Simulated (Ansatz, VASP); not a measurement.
# Ru: VASP beside Ansatz

The input INCAR:

```
ALGO = Normal
EDIFF = 1E-7
EDIFFG = -0.005
ENCUT = 600
GGA = PE
IBRION = 2
ISIF = 3
ISMEAR = -1
LASPH = T
LCHARG = F
LREAL = F
LWAVE = F
NELM = 100
NSW = 60
PREC = Accurate
SIGMA = 0.1
```

Contents of KPOINTS:

```
k-points
0
Gamma
  18 18 18
```

Contents of POSCAR:

```
Ru
1.0
    0.0000000000      1.9023056037      1.9023056037
    1.9023056037      0.0000000000      1.9023056037
    1.9023056037      1.9023056037      0.0000000000
Ru
1
Direct
    0.0000000000      0.0000000000      0.0000000000
```

Input for Ansatz:

```yaml
crystal:
  lattice:
    - [0.0, 1.9023056037, 1.9023056037]
    - [1.9023056037, 0.0, 1.9023056037]
    - [1.9023056037, 1.9023056037, 0.0]
  atoms:
    - { symbol: Ru, position: [0.0, 0.0, 0.0] }
kpoints:
  mp_grid: { grid: [18, 18, 18] }
scf:
  occupations: { method: fermi_dirac, width: 0.1 }
hamiltonian:
  xc: pbe
  pseudopotentials: { kind: paw }
output:
  forces: true
  stress: true
relax:
  f_tol: 0.005
  max_steps: 40
  cell: {}
```

Alike in both runs: task relaxation of cell and atoms; functional PBE; k mesh 18 × 18 × 18; occupations fermi-dirac, width 0.1 eV; no spin polarisation.

|  | VASP | Ansatz |
| --- | --- | --- |
| version | VASP 6.6.1 | Ansatz 0.2.0 |
| potentials or method | VASP PAW PBE potentials, release 64 (Ru_pv) | PAW with Ansatz's default frozen-core files, scalar-relativistic |
| plane-wave cutoff (eV) | 600 | 420 |
| valence electrons in the cell | 14 | 16 |

|  | VASP | Ansatz | Ansatz less VASP |
| --- | --- | --- | --- |
| relaxed volume (Å³/atom) | 13.84 | 13.84 | +0.008 |
| relaxed cell length with the largest relative difference (Å) | 2.695 | 2.695 | +0.0005 |

VASP's potentials hold 14 valence electrons a cell and Ansatz's 16, so a difference there can come from the potentials and not from the codes.
